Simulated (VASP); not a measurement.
# NaH (P6_3/mmc) in VASP: settings compared

NaH is run at these levels: PBE, LDA, r2SCAN; tasks: single point.

All numbers are computed with VASP 6.6.1; they aren't measurements. Logs are shortened: lines on timing, memory, paths and dates and some standing lists are left out, and cuts for length are marked.

**1. The cell of the first run**

The structure is hexagonal, space group P6_3/mmc (No. 194). The conventional cell has a = 3.953 Å, b = 3.953 Å, c = 4.828 Å, α = 90.00°, β = 90.00°, γ = 120.00°. Na (site symmetry -6m2) has 5 H at 2.28 to 2.41 Å within 3.0 Å. H (site symmetry -6m2) has 5 Na at 2.28 to 2.41 Å within 3.0 Å.

**2. Single point, PBE**

INCAR reads:

```
SYSTEM = NaH
ALGO = Normal
EDIFF = 1E-7
ENCUT = 520
GGA = PE
ISIF = 2
ISMEAR = 0
LASPH = .True.
LCHARG = .True.
LELF = .True.
LREAL = .False.
LVHAR = .True.
LWAVE = .False.
NBANDS = 16
NELM = 100
PREC = Accurate
SIGMA = 0.01
```

KPOINTS reads:

```
k-points
0
Gamma
  6 6 6
  0 0 0
```

POSCAR reads:

```
NaH
1.0
    3.9533072809      0.0000000000      0.0000000000
   -1.9766536405      3.4236645342      0.0000000000
    0.0000000000      0.0000000000      4.8283237760
Na H
2 2
Direct
    0.3333333333      0.6666666667      0.2500000000
    0.6666666667      0.3333333333      0.7500000000
    0.6666666667      0.3333333333      0.2500000000
    0.3333333333      0.6666666667      0.7500000000
```

Potentials or basis: VASP PAW PBE potentials, release 64 (Na_pv, H).

Command:

```sh
> cat potpaw_PBE.64/Na_pv/POTCAR potpaw_PBE.64/H/POTCAR > POTCAR
> mpirun -np 1 vasp_std > vasp.out
```

OUTCAR:

```text
SYSTEM = NaH
   EDIFF = 1E-7
   ENCUT = 520
   GGA = PE
   ISIF = 2
   ISMEAR = 0
   LASPH = .True.
   LREAL = .False.
   NELM = 100
   PREC = Accurate

 ion  position               nearest neighbor table
   1  0.333  0.667  0.250-
   2  0.667  0.333  0.750-
   3  0.667  0.333  0.250-
   4  0.333  0.667  0.750-

  LATTYP: Found a hexagonal cell.
 ALAT       =     3.9533072809
 C/A-ratio  =     1.2213378402

  Lattice vectors:

 A1 = (   3.9533072809,   0.0000000000,   0.0000000000)
 A2 = (  -1.9766536405,   3.4236645342,   0.0000000000)
 A3 = (   0.0000000000,   0.0000000000,   4.8283237760)

Analysis of symmetry for initial positions (statically):
=====================================================================
 Subroutine PRICEL returns:
 Original cell was already a primitive cell.

 Routine SETGRP: Setting up the symmetry group for a
 hexagonal supercell.

 Subroutine GETGRP returns: Found 24 space group operations
 (whereof 12 operations were pure point group operations)
 out of a pool of 24 trial point group operations.

The static configuration has the point symmetry D_3d.
 The point group associated with its full space group is D_6h.

Analysis of symmetry for dynamics (positions and initial velocities):
=====================================================================
 Subroutine PRICEL returns:
 Original cell was already a primitive cell.

 Routine SETGRP: Setting up the symmetry group for a
 hexagonal supercell.

 Subroutine GETGRP returns: Found 24 space group operations
 (whereof 12 operations were pure point group operations)
 out of a pool of 24 trial point group operations.

The dynamic configuration has the point symmetry D_3d.
 The point group associated with its full space group is D_6h.

 Subroutine INISYM returns: Found 24 space group operations
 (whereof 12 operations are pure point group operations),
 and found     1 'primitive' translations

----------------------------------------------------------------------------------------

                                     Primitive cell

  volume of cell :      65.3504

  direct lattice vectors                    reciprocal lattice vectors
     3.953307281  0.000000000  0.000000000     0.252952763  0.146042346  0.000000000
    -1.976653640  3.423664534  0.000000000     0.000000000  0.292084692  0.000000000
     0.000000000  0.000000000  4.828323776     0.000000000  0.000000000  0.207111214

  length of vectors
     3.953307281  3.953307281  4.828323776     0.292084692  0.292084692  0.207111214

  position of ions in fractional coordinates (direct lattice)
     0.333333333  0.666666667  0.250000000
     0.666666667  0.333333333  0.750000000
     0.666666667  0.333333333  0.250000000
     0.333333333  0.666666667  0.750000000

  ion indices of the primitive-cell ions
   primitive index   ion index
                 1           1
                 2           2
                 3           3
                 4           4

----------------------------------------------------------------------------------------

 KPOINTS: k-points

Automatic generation of k-mesh.
 Grid dimensions read from file:
 generate k-points for:    6    6    6

 Generating k-lattice:

  Cartesian coordinates                     Fractional coordinates (reciprocal lattice)
     0.042158794  0.024340391  0.000000000     0.166666667  0.000000000  0.000000000
     0.000000000  0.048680782  0.000000000     0.000000000  0.166666667  0.000000000
     0.000000000  0.000000000  0.034518536     0.000000000  0.000000000  0.166666667

  Length of vectors
     0.048680782  0.048680782  0.034518536

  Shift w.r.t. Gamma in fractional coordinates (k-lattice)
     0.000000000  0.000000000  0.000000000

 Subroutine IBZKPT returns following result:
 ===========================================

 Found     28 irreducible k-points:

 Following reciprocal coordinates:
            Coordinates               Weight
  0.000000  0.000000  0.000000      1.000000
  0.166667 -0.000000  0.000000      6.000000
  0.333333  0.000000  0.000000      6.000000
  0.500000  0.000000  0.000000      3.000000
  0.166667  0.166667  0.000000      6.000000
  0.333333  0.166667  0.000000     12.000000
[... 16 lines left out ...]
  0.166667 -0.000000  0.500000      6.000000
  0.333333  0.000000  0.500000      6.000000
 [... further k-points ...]
   k-points           NKPTS =     28   k-points in BZ     NKDIM =     28   number of bands    NBANDS=     16
   number of dos      NEDOS =    301   number of ions     NIONS =      4
   total plane-waves  NPLWV =  32400
   dimension x,y,z NGX =    30 NGY =   30 NGZ =   36
   dimension x,y,z NGXF=    60 NGYF=   60 NGZF=   72
   ions per type =               2   2
   NGX,Y,Z   is equivalent  to a cutoff of  12.62, 12.62, 12.40 a.u.
   NGXF,Y,Z  is equivalent  to a cutoff of  25.23, 25.23, 24.79 a.u.
 SYSTEM =  NaH
   PREC   = accura    normal or accurate (medium, high low for compatibility)
   ISTART =      0    job   : 0-new  1-cont  2-samecut
   ICHARG =      2    charge: 1-file 2-atom 10-const
   ISPIN  =      1    spin polarized calculation?
   LNONCOLLINEAR =      F non collinear calculations
   LSORBIT =      F    spin-orbit coupling
   LASPH  =      T    aspherical Exc in radial PAW
   ENCUT  =  520.0 eV  38.22 Ry    6.18 a.u.   7.35  7.35  8.98*2*pi/ulx,y,z
   NELM   =    100;   NELMIN=  2; NELMDL= -5     # of ELM steps
   EDIFF  = 0.1E-06   stopping-criterion for ELM
   LREAL  =      F    real-space projection
   EDIFFG = 0.1E-05   stopping-criterion for IOM
   NSW    =      0    number of steps for IOM
   IBRION =     -1    ionic relax: 0-MD 1-quasi-New 2-CG
   NFREE  =      0    steps in history (QN), initial steepest desc. (CG)
   ISIF   =      2    stress and relaxation
   ISYM   =      2    0-nonsym 1-usesym 2-fastsym
   POTIM  = 0.5000    time-step for ionic-motion
   TEBEG  =    0.0;   TEEND  =   0.0 temperature during run
   PSTRESS=    0.0 pullay stress
   NELECT =      16.0000    total number of electrons
   NUPDOWN=      -1.0000    fix difference up-down
   EMIN   =  10.00;   EMAX   =-10.00  energy-range for DOS
   EFERMI =   0.00;   METHOD = LEGACY
   ISMEAR =     0;   SIGMA  =   0.01  broadening in eV -4-tet -1-fermi 0-gaus
   EFERMI_NEDOS =   21; number of points for ismear=-14 and -15
   IALGO  =     38    algorithm
   IMIX   =      4    mixing-type and parameters
     AMIX     =   0.40;   BMIX     =  1.00
     AMIX_MAG =   1.60;   BMIX_MAG =  1.00
  volume/ion in A,a.u.               =      16.34       110.25
  Fermi-wavevector in a.u.,A,eV,Ry     =   1.024154  1.935371 14.271045  1.048892
  Thomas-Fermi vector in A             =   2.157926
   LORBIT       =      0    0 simple, 1 ext, 2 COOP (PROOUT), +10 PAW based schemes
   GGA     = PE    functional components
   LHFCALC =     F    Hartree Fock is set to
   AEXX    =    0.0000 exact exchange contribution
   IVDW    =     0    specifies the selected vdW correction
   LEPSILON=     F    determine dielectric tensor
   LRPA    =     F    only Hartree local field effects (RPA)
 non-spin polarized calculation
 Gauss-broadening in eV      SIGMA  =   0.01
  energy-cutoff  :      520.00
  volume of cell :       65.35
 maximum number of plane-waves:      1794
 NGX is ok and might be reduce to    30
   NGX = 15   NGY = 15   NGZ = 17

 number of electron      16.0000017 magnetization

 Free energy of the ion-electron system (eV)
  ---------------------------------------------------
  ext. energy  EPLUGINS =         0.00000000
  ---------------------------------------------------
  free energy    TOTEN  =       -10.07305357 eV

  energy without entropy =      -10.07305357  energy(sigma->0) =      -10.07305357

 E-fermi :  -1.3341     XC(G=0):  -7.1038

 val. band max:       -1.4236504598   @ k =   0.1667  -0.0000   0.0000
 cond. band min:       1.9054669803   @ k =   0.3333   0.3333   0.0000
 fundamental gap:      3.3291174402
 Fermi energy:        -1.3341196914

 k-point     1 :       0.0000    0.0000    0.0000
  band No.  band energies     occupation
      1     -23.7229      2.00000
      2     -23.6843      2.00000
      3     -23.6843      2.00000
      4     -23.6561      2.00000
      5     -23.6561      2.00000
      6     -23.6362      2.00000
[... 8 lines left out ...]
     15       9.2495      0.00000
     16      14.0587      0.00000

 k-point     2 :       0.1667   -0.0000    0.0000
  band No.  band energies     occupation
      1     -23.7173      2.00000
      2     -23.6881      2.00000
      3     -23.6871      2.00000
      4     -23.6617      2.00000
      5     -23.6554      2.00000
      6     -23.6409      2.00000
[... 8 lines left out ...]
     15      11.3450      0.00000
     16      11.9367      0.00000

 k-point     3 :       0.3333    0.0000    0.0000
  band No.  band energies     occupation
      1     -23.7030      2.00000
      2     -23.6961      2.00000
      3     -23.6922      2.00000
      4     -23.6725      2.00000
      5     -23.6545      2.00000
      6     -23.6532      2.00000
[... 8 lines left out ...]
     15      10.7802      0.00000
     16      11.9923      0.00000

 k-point     4 :       0.5000    0.0000    0.0000
  band No.  band energies     occupation
      1     -23.7003      2.00000
      2     -23.6946      2.00000
      3     -23.6919      2.00000
      4     -23.6776      2.00000
      5     -23.6633      2.00000
      6     -23.6542      2.00000
[... 8 lines left out ...]
     15      10.4584      0.00000
     16      11.6525      0.00000
[... 324 lines left out ...]
 k-point    22 :       0.0000    0.0000    0.5000
  band No.  band energies     occupation
      1     -23.6820      2.00000
      2     -23.6820      2.00000
      3     -23.6702      2.00000
      4     -23.6702      2.00000
      5     -23.6702      2.00000
      6     -23.6702      2.00000
[... 8 lines left out ...]
     15      11.0852      0.00000
     16      11.0852      0.00000

 k-point    23 :       0.1667   -0.0000    0.5000
  band No.  band energies     occupation
      1     -23.6965      2.00000
      2     -23.6965      2.00000
      3     -23.6712      2.00000
      4     -23.6712      2.00000
      5     -23.6598      2.00000
      6     -23.6598      2.00000
[... 8 lines left out ...]
     15      11.0047      0.00000
     16      11.0047      0.00000

 k-point    24 :       0.3333    0.0000    0.5000
  band No.  band energies     occupation
      1     -23.7133      2.00000
      2     -23.7133      2.00000
      3     -23.6733      2.00000
      4     -23.6733      2.00000
      5     -23.6511      2.00000
      6     -23.6511      2.00000
[... 8 lines left out ...]
     15      11.9340      0.00000
     16      11.9340      0.00000

 [... further k-points ...]
[... 5 lines left out ...]
  --------------------------------------------------------------------------------------
  -------------------------------------------------------------------------------------
  Total        0.1263614      0.1263614      0.1714181     -0.0000000      0.0000000      0.0000000
  in kB        3.0979672      3.0979672      4.2026108     -0.0000000      0.0000000      0.0000000
  external PRESSURE =       3.4661817 kB  Pullay stress =       0.0000000 kB

 VOLUME and BASIS-vectors are now :
 -----------------------------------------------------------------------------
  energy-cutoff  :      520.00
  volume of cell :       65.35
      direct lattice vectors                 reciprocal lattice vectors
     3.953307281  0.000000000  0.000000000     0.252952763  0.146042346  0.000000000
    -1.976653640  3.423664534  0.000000000     0.000000000  0.292084692  0.000000000
     0.000000000  0.000000000  4.828323776     0.000000000  0.000000000  0.207111214

 POSITION                                       TOTAL-FORCE (eV/Angst)
 -----------------------------------------------------------------------------------
     -0.00000      2.28244      1.20708         0.000000     -0.000000      0.000000
      1.97665      1.14122      3.62124        -0.000000      0.000000      0.000000
      1.97665      1.14122      1.20708        -0.000000      0.000000      0.000000
     -0.00000      2.28244      3.62124        -0.000000     -0.000000      0.000000
 -----------------------------------------------------------------------------------
    total drift:                                0.000000     -0.000000      0.000000

  FREE ENERGIE OF THE ION-ELECTRON SYSTEM (eV)
  ---------------------------------------------------
  free  energy   TOTEN  =       -10.0730535701 eV

  energy  without entropy=      -10.0730535701  energy(sigma->0) =      -10.07305357
```

It took 36 s on 1 thread of Intel Xeon Platinum 8259CL at 2.50GHz (Skylake/Cascade Lake), shared host; peak memory 0.17 GiB.

Results:

| Item | Value |
| --- | --- |
| Free energy | -10.0731 eV |
| Pressure | 0.3 GPa |
| Band gap on the k mesh | 3.33 eV, indirect (least direct gap 4.24 eV) |

A k mesh can miss the band edges. Expect the measured gap to be larger: semilocal functionals such as PBE lack the derivative discontinuity.

**3. Single point, LDA**

INCAR reads:

```
ALGO = Normal ; EDIFF = 1E-6
ENCUT = 520 ; ISIF = 2
ISMEAR = 0 ; LASPH = True
LCHARG = True ; LELF = True
LREAL = False ; LVHAR = True
LWAVE = False ; NBANDS = 16
NELM = 80 ; PREC = Accurate
SIGMA = 0.01
```

KPOINTS reads:

```
k-points
0
Gamma
  6 6 6
```

POSCAR is that of step 2.

Potentials or basis: VASP PAW LDA potentials, release 64 (Na_pv, H).

Command:

```sh
> cat potpaw_LDA.64/Na_pv/POTCAR potpaw_LDA.64/H/POTCAR > POTCAR
> mpirun -np 1 vasp_std > vasp.out
```

OUTCAR:

```text
EDIFF = 1E-6
   ENCUT = 520
   ISIF = 2
   ISMEAR = 0
   LASPH = True
   LREAL = False
   NELM = 80
   PREC = Accurate

 ion  position               nearest neighbor table
   1  0.333  0.667  0.250-
   2  0.667  0.333  0.750-
   3  0.667  0.333  0.250-
   4  0.333  0.667  0.750-

  LATTYP: Found a hexagonal cell.
 ALAT       =     3.9533072809
 C/A-ratio  =     1.2213378402

  Lattice vectors:

[... 635 lines left out ...]
      5     -23.8488      2.00000
      6     -23.8488      2.00000
[... 8 lines left out ...]
     15      11.4756      0.00000
     16      11.4756      0.00000

 [... further k-points ...]
[... 5 lines left out ...]
  --------------------------------------------------------------------------------------
  -------------------------------------------------------------------------------------
  Total       -0.5511906     -0.5511906     -0.5635726      0.0000000     -0.0000000      0.0000000
  in kB      -13.5133868    -13.5133868    -13.8169535      0.0000000     -0.0000000      0.0000000
  external PRESSURE =     -13.6145757 kB  Pullay stress =       0.0000000 kB

 VOLUME and BASIS-vectors are now :
 -----------------------------------------------------------------------------
  energy-cutoff  :      520.00
  volume of cell :       65.35
      direct lattice vectors                 reciprocal lattice vectors
     3.953307281  0.000000000  0.000000000     0.252952763  0.146042346  0.000000000
    -1.976653640  3.423664534  0.000000000     0.000000000  0.292084692  0.000000000
     0.000000000  0.000000000  4.828323776     0.000000000  0.000000000  0.207111214

 POSITION                                       TOTAL-FORCE (eV/Angst)
 -----------------------------------------------------------------------------------
     -0.00000      2.28244      1.20708        -0.000000     -0.000000      0.000000
      1.97665      1.14122      3.62124         0.000000      0.000000      0.000000
      1.97665      1.14122      1.20708         0.000000     -0.000000      0.000000
     -0.00000      2.28244      3.62124        -0.000000     -0.000000      0.000000
 -----------------------------------------------------------------------------------
    total drift:                                0.000000     -0.000000      0.000000

  FREE ENERGIE OF THE ION-ELECTRON SYSTEM (eV)
  ---------------------------------------------------
  free  energy   TOTEN  =       -10.6257629465 eV

  energy  without entropy=      -10.6257629465  energy(sigma->0) =      -10.62576295
```

OSZICAR:

```text
N       E                     dE             d eps       ncg     rms          rms(c)
DAV:   1     0.113025771889E+03    0.11303E+03   -0.85029E+03   896   0.101E+03
DAV:   2    -0.587824448901E+01   -0.11890E+03   -0.11456E+03   984   0.292E+02
DAV:   3    -0.115808225359E+02   -0.57026E+01   -0.56916E+01  1160   0.685E+01
DAV:   4    -0.116532370448E+02   -0.72415E-01   -0.72412E-01  1056   0.854E+00
DAV:   5    -0.116545137572E+02   -0.12767E-02   -0.12767E-02  1168   0.110E+00    0.460E+00
DAV:   6    -0.108409035439E+02    0.81361E+00   -0.32196E-01  1192   0.381E+00    0.209E+00
DAV:   7    -0.106184750886E+02    0.22243E+00   -0.36848E-01  1088   0.270E+00    0.495E-01
DAV:   8    -0.106261882669E+02   -0.77132E-02   -0.31555E-02   968   0.152E+00    0.134E-01
DAV:   9    -0.106257978725E+02    0.39039E-03   -0.19547E-03  1256   0.508E-01    0.495E-02
DAV:  10    -0.106257588978E+02    0.38975E-04   -0.20365E-04  1008   0.119E-01    0.149E-02
DAV:  11    -0.106257709466E+02   -0.12049E-04   -0.37956E-05  1008   0.317E-02    0.170E-02
DAV:  12    -0.106257628774E+02    0.80692E-05   -0.80715E-06  1048   0.127E-02    0.225E-03
DAV:  13    -0.106257629465E+02   -0.69103E-07   -0.10243E-06   944   0.457E-03
   1 F= -.10625763E+02 E0= -.10625763E+02  d E =-.701194E-29
```

Run time: 25 s. Hardware: 1 thread of Intel Xeon Platinum 8259CL at 2.50GHz (Skylake/Cascade Lake), shared host; peak memory 0.16 GiB.

Results:

| Item | Value |
| --- | --- |
| Free energy | -10.6258 eV |
| Pressure | -1.4 GPa |
| Band gap on the k mesh | 2.98 eV, indirect (least direct gap 3.96 eV) |

Levels at points of the mesh, in eV from the valence-band top:
```
           k point  band 6  band 7  band 8  band 9  band 10  band 11
(0.00, 0.00, 0.00)  -22.30   -3.51   -0.02    4.56     7.83     9.95
(0.50, 0.00, 0.00)  -22.32   -1.60   -0.68    3.60     7.18     7.32
(0.00, 0.00, 0.50)  -22.33   -2.16   -2.16    6.78     6.78    10.76
(0.50, 0.00, 0.50)  -22.31   -0.88   -0.88    3.60     3.60     8.21
```

(Continued in part 2 of 2.)
